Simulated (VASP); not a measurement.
**TiB2: single point with PBE**

TiB2:

```xyz
3
Lattice="3.0493 0.0000 0.0000 -1.5246 2.6407 0.0000 0.0000 0.0000 3.2498" Properties=species:S:1:pos:R:3 pbc="T T T"
Ti    0.0000    0.0000    0.0000
B     0.0000    1.7605    1.6249
B     1.5246    0.8802    1.6249
```

This cell differs from its parent crystal: volume scaled by 1.02.

```
Program                : VASP 6.6.1
Task                   : single point
Functional             : PBE
Potentials or basis    : VASP PAW PBE potentials, release 64 (Ti_sv, B)
Cutoff                 : 520 eV
k mesh                 : 15 × 15 × 13
Occupations            : fermi-dirac, width 0.08 eV
Spin                   : no spin polarisation
Dipole correction      : no
Further INCAR settings : ALGO = Normal; EDIFF = 1e-06; NBANDS = 16
```

```json
{
 "Pressure": "-4.4 GPa",
 "Band gap on the k mesh": "zero (band 9 reaches 10.08 eV, above the bottom of band 10 at 9.63 eV)"
}
```

Stress tensor (GPa, compression positive):
```
-4.44  0.00  0.00
 0.00 -4.44  0.00
 0.00  0.00 -4.36
```

Levels at points of the mesh, in eV from the Fermi level:
```
           k point  band 5  band 6  band 7  band 8  band 9  band 10  band 11  band 12  band 13  band 14
(0.00, 0.00, 0.00)  -13.41   -2.58   -2.58   -2.34   -2.08     1.82     1.82     3.54     3.54     5.67
```

Run time: 48 s on 1 thread of Intel(R) Xeon(R) 6975P-C (Granite Rapids) (shared host), peak memory 0.19 GiB.
